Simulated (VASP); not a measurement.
# Zr (P6_3/mmc) in VASP: notebook

Runs on Zr. Level: LDA. Tasks: single point.

Everything below comes from runs of VASP 6.6.1. Logs are shortened: lines on timing, memory, paths and dates and some standing lists are left out, and cuts for length are marked.

### Step 1. The cell of the first run

Symmetry: P6_3/mmc, No. 194, hexagonal system. The conventional cell has a = 2.854 Å, b = 2.854 Å, c = 4.942 Å, α = 90.00°, β = 90.00°, γ = 120.00°. Zr (site symmetry -6m2) has 12 Zr at 2.85 to 2.97 Å within 3.8 Å.

### Step 2. Single point, LDA (volume scaled by 0.8)

Contents of INCAR:

```
PREC = Accurate ; ENCUT = 520
EDIFF = 1E-7 ; ISMEAR = -1
SIGMA = 0.1 ; LREAL = F
LASPH = T ; NELM = 80
ALGO = Normal ; ISIF = 2
LWAVE = F ; LCHARG = F
GGA = CA ; NBANDS = 19
```

Contents of KPOINTS:

```
Automatic mesh
0
Gamma
  14 14 8
```

Contents of POSCAR:

```
Zr
1.0
    2.8544553761      0.0000000000      0.0000000000
   -1.4272276880      2.4720308697      0.0000000000
    0.0000000000      0.0000000000      4.9416670538
Zr
2
Direct
    0.3333333333      0.6666666667      0.2500000000
    0.6666666667      0.3333333333      0.7500000000
```

Potentials or basis: VASP PAW LDA potentials, release 64 (Zr_sv).

Run with:

```console
> cat potpaw_LDA.64/Zr_sv/POTCAR > POTCAR
> mpirun -np 1 vasp_std > vasp.out
```

OUTCAR:

```text
PREC = Accurate
   ENCUT = 520
   EDIFF = 1E-7
   ISMEAR = -1
   LREAL = F
   LASPH = T
   NELM = 80
   ISIF = 2
   GGA = CA

 ion  position               nearest neighbor table
   1  0.333  0.667  0.250-   2 2.97   2 2.97   2 2.97   2 2.97   2 2.97   2 2.97
   2  0.667  0.333  0.750-   1 2.97   1 2.97   1 2.97   1 2.97   1 2.97   1 2.97

  LATTYP: Found a hexagonal cell.
 ALAT       =     2.8544553761
 C/A-ratio  =     1.7312118785

  Lattice vectors:

 A1 = (   2.8544553761,   0.0000000000,   0.0000000000)
 A2 = (  -1.4272276880,   2.4720308697,   0.0000000000)
 A3 = (   0.0000000000,   0.0000000000,   4.9416670538)

Analysis of symmetry for initial positions (statically):
=====================================================================
 Subroutine PRICEL returns:
 Original cell was already a primitive cell.

 Routine SETGRP: Setting up the symmetry group for a
 hexagonal supercell.

 Subroutine GETGRP returns: Found 24 space group operations
 (whereof 12 operations were pure point group operations)
 out of a pool of 24 trial point group operations.

The static configuration has the point symmetry D_3d.
 The point group associated with its full space group is D_6h.

Analysis of symmetry for dynamics (positions and initial velocities):
=====================================================================
 Subroutine PRICEL returns:
 Original cell was already a primitive cell.

 Routine SETGRP: Setting up the symmetry group for a
 hexagonal supercell.

 Subroutine GETGRP returns: Found 24 space group operations
 (whereof 12 operations were pure point group operations)
 out of a pool of 24 trial point group operations.

The dynamic configuration has the point symmetry D_3d.
 The point group associated with its full space group is D_6h.

 Subroutine INISYM returns: Found 24 space group operations
 (whereof 12 operations are pure point group operations),
 and found     1 'primitive' translations

----------------------------------------------------------------------------------------

                                     Primitive cell

  volume of cell :      34.8699

  direct lattice vectors                    reciprocal lattice vectors
     2.854455376  0.000000000  0.000000000     0.350329526  0.202262846  0.000000000
    -1.427227688  2.472030870  0.000000000     0.000000000  0.404525693  0.000000000
     0.000000000  0.000000000  4.941667054     0.000000000  0.000000000  0.202360861

  length of vectors
     2.854455376  2.854455376  4.941667054     0.404525693  0.404525693  0.202360861

  position of ions in fractional coordinates (direct lattice)
     0.333333333  0.666666667  0.250000000
     0.666666667  0.333333333  0.750000000

  ion indices of the primitive-cell ions
   primitive index   ion index
                 1           1
                 2           2

----------------------------------------------------------------------------------------

 KPOINTS: Automatic mesh

Automatic generation of k-mesh.
 Grid dimensions read from file:
 generate k-points for:   14   14    8

 Generating k-lattice:

  Cartesian coordinates                     Fractional coordinates (reciprocal lattice)
     0.025023538  0.014447346  0.000000000     0.071428571  0.000000000  0.000000000
     0.000000000  0.028894692  0.000000000     0.000000000  0.071428571  0.000000000
     0.000000000  0.000000000  0.025295108     0.000000000  0.000000000  0.125000000

  Length of vectors
     0.028894692  0.028894692  0.025295108

  Shift w.r.t. Gamma in fractional coordinates (k-lattice)
     0.000000000  0.000000000  0.000000000

 Subroutine IBZKPT returns following result:
 ===========================================

 Found    120 irreducible k-points:

 Following reciprocal coordinates:
            Coordinates               Weight
  0.000000  0.000000  0.000000      1.000000
  0.071429  0.000000  0.000000      6.000000
  0.142857  0.000000  0.000000      6.000000
  0.214286  0.000000  0.000000      6.000000
  0.285714  0.000000  0.000000      6.000000
  0.357143  0.000000  0.000000      6.000000
[... 16 lines left out ...]
  0.285714  0.285714  0.000000      6.000000
  0.357143  0.285714  0.000000      6.000000
 [... further k-points ...]
   k-points           NKPTS =    120   k-points in BZ     NKDIM =    120   number of bands    NBANDS=     19
   number of dos      NEDOS =    301   number of ions     NIONS =      2
   total plane-waves  NPLWV =  23040
   dimension x,y,z NGX =    24 NGY =   24 NGZ =   40
   dimension x,y,z NGXF=    48 NGYF=   48 NGZF=   80
   ions per type =               2
   NGX,Y,Z   is equivalent  to a cutoff of  13.98, 13.98, 13.46 a.u.
   NGXF,Y,Z  is equivalent  to a cutoff of  27.96, 27.96, 26.91 a.u.
 SYSTEM =  unknown system
   PREC   = accura    normal or accurate (medium, high low for compatibility)
   ISTART =      0    job   : 0-new  1-cont  2-samecut
   ICHARG =      2    charge: 1-file 2-atom 10-const
   ISPIN  =      1    spin polarized calculation?
   LNONCOLLINEAR =      F non collinear calculations
   LSORBIT =      F    spin-orbit coupling
   LASPH  =      T    aspherical Exc in radial PAW
   ENCUT  =  520.0 eV  38.22 Ry    6.18 a.u.   5.31  5.31  9.19*2*pi/ulx,y,z
   NELM   =     80;   NELMIN=  2; NELMDL= -5     # of ELM steps
   EDIFF  = 0.1E-06   stopping-criterion for ELM
   LREAL  =      F    real-space projection
   EDIFFG = 0.1E-05   stopping-criterion for IOM
   NSW    =      0    number of steps for IOM
   IBRION =     -1    ionic relax: 0-MD 1-quasi-New 2-CG
   NFREE  =      0    steps in history (QN), initial steepest desc. (CG)
   ISIF   =      2    stress and relaxation
   ISYM   =      2    0-nonsym 1-usesym 2-fastsym
   POTIM  = 0.5000    time-step for ionic-motion
   TEBEG  =    0.0;   TEEND  =   0.0 temperature during run
   PSTRESS=    0.0 pullay stress
   NELECT =      24.0000    total number of electrons
   NUPDOWN=      -1.0000    fix difference up-down
   EMIN   =  10.00;   EMAX   =-10.00  energy-range for DOS
   EFERMI =   0.00;   METHOD = LEGACY
   ISMEAR =    -1;   SIGMA  =   0.10  broadening in eV -4-tet -1-fermi 0-gaus
   EFERMI_NEDOS =   21; number of points for ismear=-14 and -15
   IALGO  =     38    algorithm
   IMIX   =      4    mixing-type and parameters
     AMIX     =   0.40;   BMIX     =  1.00
     AMIX_MAG =   1.60;   BMIX_MAG =  1.00
  volume/ion in A,a.u.               =      17.43       117.66
  Fermi-wavevector in a.u.,A,eV,Ry     =   1.445423  2.731454 28.425950  2.089248
  Thomas-Fermi vector in A             =   2.563607
   LORBIT       =      0    0 simple, 1 ext, 2 COOP (PROOUT), +10 PAW based schemes
   GGA     = CA    functional components
   LHFCALC =     F    Hartree Fock is set to
   AEXX    =    0.0000 exact exchange contribution
   IVDW    =     0    specifies the selected vdW correction
   LEPSILON=     F    determine dielectric tensor
   LRPA    =     F    only Hartree local field effects (RPA)
 non-spin polarized calculation
  energy-cutoff  :      520.00
  volume of cell :       34.87
 maximum number of plane-waves:       978
 NGX is ok and might be reduce to    24
   NGX = 11   NGY = 11   NGZ = 19

 number of electron      24.0000000 magnetization

 Free energy of the ion-electron system (eV)
  ---------------------------------------------------
  ext. energy  EPLUGINS =         0.00000000
  ---------------------------------------------------
  free energy    TOTEN  =       -17.86812684 eV

  energy without entropy =      -17.81262476  energy(sigma->0) =      -17.84037580

 E-fermi :  12.3090     XC(G=0): -12.6722

 val. band max:       12.3026635364   @ k =   0.2143   0.0714   0.2500
 cond. band min:      12.3255798617   @ k =   0.1429   0.1429   0.5000
 fundamental gap:      0.0229163253
 Fermi energy:        12.3089650191

 k-point     1 :       0.0000    0.0000    0.0000
  band No.  band energies     occupation
      1     -35.8347      2.00000
      2     -35.4709      2.00000
      3     -15.0060      2.00000
      4     -12.9243      2.00000
      5     -12.9122      2.00000
      6     -12.9122      2.00000
[... 11 lines left out ...]
     18      15.8623      0.00000
     19      18.5032      0.00000

 k-point     2 :       0.0714    0.0000    0.0000
  band No.  band energies     occupation
      1     -35.8135      2.00000
      2     -35.4572      2.00000
      3     -14.9687      2.00000
      4     -13.0263      2.00000
      5     -12.9440      2.00000
      6     -12.9312      2.00000
[... 11 lines left out ...]
     18      15.6559      0.00000
     19      18.6370      0.00000

 k-point     3 :       0.1429    0.0000    0.0000
  band No.  band energies     occupation
      1     -35.7530      2.00000
      2     -35.4189      2.00000
      3     -14.8605      2.00000
      4     -13.3405      2.00000
      5     -13.1263      2.00000
      6     -13.0297      2.00000
[... 11 lines left out ...]
     18      15.1795      0.00000
     19      18.9035      0.00000

 k-point     4 :       0.2143    0.0000    0.0000
  band No.  band energies     occupation
      1     -35.6628      2.00000
      2     -35.3646      2.00000
      3     -14.6922      2.00000
      4     -13.7812      2.00000
      5     -13.5494      2.00000
      6     -13.1473      2.00000
[... 11 lines left out ...]
     18      15.8724      0.00000
     19      19.1292      0.00000

 k-point     5 :       0.2857    0.0000    0.0000
  band No.  band energies     occupation
      1     -35.5571      2.00000
      2     -35.3069      2.00000
      3     -14.4823      2.00000
      4     -14.2523      2.00000
      5     -13.9918      2.00000
      6     -13.2715      2.00000
[... 11 lines left out ...]
     18      17.0816      0.00000
     19      19.2588      0.00000

 k-point     6 :       0.3571    0.0000    0.0000
  band No.  band energies     occupation
      1     -35.4545      2.00000
      2     -35.2597      2.00000
      3     -14.6612      2.00000
      4     -14.3712      2.00000
      5     -14.2579      2.00000
      6     -13.3790      2.00000
[... 11 lines left out ...]
     18      18.4309      0.00000
     19      19.3098      0.00000

 k-point     7 :       0.4286    0.0000    0.0000
  band No.  band energies     occupation
      1     -35.3758      2.00000
      2     -35.2333      2.00000
      3     -14.9362      2.00000
      4     -14.6249      2.00000
      5     -14.0625      2.00000
      6     -13.4513      2.00000
[... 11 lines left out ...]
     18      19.3301      0.00000
     19      19.6741      0.00000

 k-point     8 :       0.5000   -0.0000    0.0000
  band No.  band energies     occupation
      1     -35.3445      2.00000
      2     -35.2266      2.00000
      3     -15.0329      2.00000
      4     -14.7139      2.00000
      5     -13.9754      2.00000
      6     -13.4768      2.00000
[... 256 lines left out ...]
 k-point    20 :       0.2143    0.2143    0.0000
  band No.  band energies     occupation
      1     -35.4274      2.00000
      2     -35.2480      2.00000
      3     -14.4511      2.00000
      4     -14.3705      2.00000
      5     -14.1974      2.00000
      6     -13.5876      2.00000
[... 11 lines left out ...]
     18      18.3952      0.00000
     19      19.9438      0.00000

 k-point    21 :       0.2857    0.2143    0.0000
  band No.  band energies     occupation
      1     -35.3480      2.00000
      2     -35.2242      2.00000
      3     -14.6496      2.00000
      4     -14.4603      2.00000
      5     -13.9943      2.00000
      6     -13.8084      2.00000
[... 11 lines left out ...]
     18      18.6938      0.00000
     19      21.3319      0.00000

 k-point    22 :       0.3571    0.2143    0.0000
  band No.  band energies     occupation
      1     -35.2954      2.00000
      2     -35.2191      2.00000
      3     -14.7606      2.00000
      4     -14.4743      2.00000
      5     -13.9661      2.00000
      6     -13.8346      2.00000
[... 11 lines left out ...]
     18      18.5824      0.00000
     19      22.0126      0.00000

 k-point    23 :       0.2857    0.2857    0.0000
  band No.  band energies     occupation
      1     -35.2874      2.00000
      2     -35.2189      2.00000
      3     -14.6350      2.00000
      4     -14.4272      2.00000
      5     -14.0565      2.00000
      6     -13.8099      2.00000
[... 11 lines left out ...]
     18      18.4407      0.00000
     19      22.0815      0.00000

 k-point    24 :       0.3571    0.2857    0.0000
  band No.  band energies     occupation
      1     -35.2563      2.00000
      2     -35.2263      2.00000
      3     -14.6129      2.00000
      4     -14.3270      2.00000
      5     -14.2264      2.00000
      6     -13.9000      2.00000
[... 11 lines left out ...]
     18      17.9809      0.00000
     19      21.8521      0.00000

 [... further k-points ...]

------------------------ aborting loop because EDIFF is reached ----------------------------------------

  FORCE on cell =-STRESS in cart. coord.  units (eV):
  Direction    XX          YY          ZZ          XY          YZ          ZX
  --------------------------------------------------------------------------------------
  -------------------------------------------------------------------------------------
  Total        6.9094497      6.9094497      6.9224133      0.0000000     -0.0000000      0.0000000
  in kB      317.4705275    317.4705275    318.0661677      0.0000000     -0.0000000      0.0000000
  external PRESSURE =     317.6690742 kB  Pullay stress =       0.0000000 kB

 VOLUME and BASIS-vectors are now :
 -----------------------------------------------------------------------------
  energy-cutoff  :      520.00
  volume of cell :       34.87
      direct lattice vectors                 reciprocal lattice vectors
     2.854455376  0.000000000  0.000000000     0.350329526  0.202262846  0.000000000
    -1.427227688  2.472030870  0.000000000     0.000000000  0.404525693  0.000000000
     0.000000000  0.000000000  4.941667054     0.000000000  0.000000000  0.202360861

 POSITION                                       TOTAL-FORCE (eV/Angst)
 -----------------------------------------------------------------------------------
     -0.00000      1.64802      1.23542        -0.000000      0.000000      0.000000
      1.42723      0.82401      3.70625         0.000000     -0.000000     -0.000000
 -----------------------------------------------------------------------------------
    total drift:                               -0.000000      0.000000     -0.000000

  FREE ENERGIE OF THE ION-ELECTRON SYSTEM (eV)
  ---------------------------------------------------
  free  energy   TOTEN  =       -17.8681268410 eV

  energy  without entropy=      -17.8126247559  energy(sigma->0) =      -17.84037580
```

Wall time 29 s (1 thread of Intel Xeon 6975P-C (Granite Rapids), shared host); peak memory 0.17 GiB.

What came out:

```
Free energy            : -17.8681 eV
Pressure               : 31.8 GPa
Band gap on the k mesh : zero (band 12 reaches 13.39 eV, above the bottom of band 13 at 12.10 eV)
```

Caveat: the cell differs from its parent crystal (volume scaled by 0.8).

### Step 3. Single point, LDA

This run uses another cell than the first one, of 19.61 Å³/atom, 1.125 times its volume.

Contents of INCAR:

```
SYSTEM = Zr
ALGO = Normal ; EDIFF = 1E-7
ENCUT = 520 ; GGA = CA
ISIF = 2 ; ISMEAR = -1
LASPH = .TRUE. ; LCHARG = .FALSE.
LREAL = .FALSE. ; LWAVE = .FALSE.
NBANDS = 19 ; NELM = 60
PREC = Accurate ; SIGMA = 0.1
```

Contents of KPOINTS:

```
k-points
0
G
  14 14 8
  0 0 0
```

Contents of POSCAR:

```
Zr
1.0
    3.0104004893      0.0000000000      0.0000000000
   -1.5052002446      2.6070832993      0.0000000000
    0.0000000000      0.0000000000      4.9983189780
Zr
2
Direct
    0.3333333333      0.6666666667      0.2500000000
    0.6666666667      0.3333333333      0.7500000000
```

Potentials or basis: VASP PAW LDA potentials, release 64 (Zr_sv).

Run with:

```console
> cat potpaw_LDA.64/Zr_sv/POTCAR > POTCAR
> mpirun -np 1 vasp_std > vasp.out
```

It took 29 s on 1 thread of Intel Xeon 6975P-C (Granite Rapids), shared host; peak memory 0.19 GiB.

It converged, with:

```yaml
Free_energy: -18.4561 eV
Pressure: 12.6 GPa
Band_gap_on_the_k_mesh: zero (band 12 reaches 11.93 eV, above the bottom of band 13 at 10.55 eV)
```

Stress tensor (GPa, compression positive):
```
12.62  0.00  0.00
 0.00 12.62  0.00
 0.00  0.00 12.70
```

Levels at points of the mesh, in eV from the Fermi level:
```tsv
k point	band 8	band 9	band 10	band 11	band 12	band 13	band 14	band 15	band 16	band 17
(0.00, 0.00, 0.00)	-25.54	-5.80	-3.45	0.66	0.96	0.96	1.72	1.72	1.75	2.82
(0.50, 0.00, 0.00)	-25.77	-3.19	-2.72	-2.72	0.52	0.76	0.78	1.61	6.30	6.31
(0.00, 0.00, 0.50)	-25.64	-3.98	-3.98	-0.11	-0.11	0.93	0.93	0.93	0.93	4.77
(0.50, 0.00, 0.50)	-25.94	-3.39	-3.39	-1.54	-1.54	2.54	2.54	2.75	2.75	6.36
```
